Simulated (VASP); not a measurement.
A run of VASP 6.6.1:

File INCAR:

```
SYSTEM = H17O8F
PREC     = Accurate       ! precision mode
ENCUT    = 520            ! plane-wave cutoff, eV
EDIFF    = 1E-6           ! SCF threshold, eV
ISMEAR   = -1             ! smearing method
SIGMA    = 0.05           ! smearing width, eV
LREAL    = Auto         
LASPH    = .TRUE.         ! aspherical terms in the spheres
NELM     = 60             ! most SCF steps
ALGO     = Normal         ! electronic algorithm
ISIF     = 2              ! what is computed and relaxed
LWAVE    = .FALSE.        ! write WAVECAR
LCHARG   = .FALSE.        ! write CHGCAR
GGA      = PS             ! functional
NBANDS   = 55             ! bands
```

KPOINTS

```
Automatic mesh
0
G
  1 1 1
  0 0 0
```

Contents of POSCAR:

```
H17O8F
1.0
    7.0886680000      0.0000000000      0.0000000000
    0.0000000000      7.0886680000      0.0000000000
    0.0000000000      0.0000000000      7.0886680000
O H F
8 17 1
Direct
    0.9798879000      0.8422597870      0.8440795930
    0.2532774846      0.6894807318      0.4255524451
    0.2999576225      0.1838850402      0.7860433018
    0.5878537406      0.7884979237      0.2693312763
    0.1013589577      0.0260838849      0.4298127660
    0.6084641007      0.0344352423      0.0109047285
    0.0414182185      0.1173845354      0.0701119025
    0.7435106285      0.9613794862      0.5598795147
    0.9078433353      0.8782185878      0.7313785890
    1.0761260084      0.7472489895      0.7972442778
    0.3887049020      0.7045893530      0.3819194241
    0.1908821234      0.8186164171      0.4266810069
    0.2813081386      0.3257311529      0.7583371093
    0.2583560127      0.1326624410      0.6674878835
    0.5758627714      0.9009167872      0.1795682913
    0.6857141567      0.6997365372      0.2199143760
    0.0828787580      0.0726934877      0.2953728401
   -0.0079704678      0.0248847879      0.4979637924
    0.7386013846      0.0781529055     -0.0045424613
    0.5084594172      0.0915686840     -0.0763189925
    0.1470657111      0.1811059567      0.0147277316
    0.0308943796      0.0077024344     -0.0128938187
    0.6665427130      1.0550642236      0.6249552102
    0.6502773159      0.9001973290      0.4662229914
    0.2436706021      0.6177465216      0.5914933525
    0.2233000615      0.5568888259      0.7318864419
```

Potentials or basis: VASP PAW PBE potentials, release 64 (O, H, F).

The run is started by

```console
$ cat potpaw_PBE.64/O/POTCAR potpaw_PBE.64/H/POTCAR potpaw_PBE.64/F/POTCAR > POTCAR
$ mpirun -np 1 vasp_gam > vasp.out
```

Hardware: 1 thread of Intel(R) Xeon(R) Platinum 8559C (Emerald Rapids), with other jobs on the host.

Q: How long does it take, and how much memory?

A: It took 34 s on 1 thread of Intel(R) Xeon(R) Platinum 8559C (Emerald Rapids), with other jobs on the host, peak memory 0.35 GiB. Counts: scf iterations 17, k points 1.
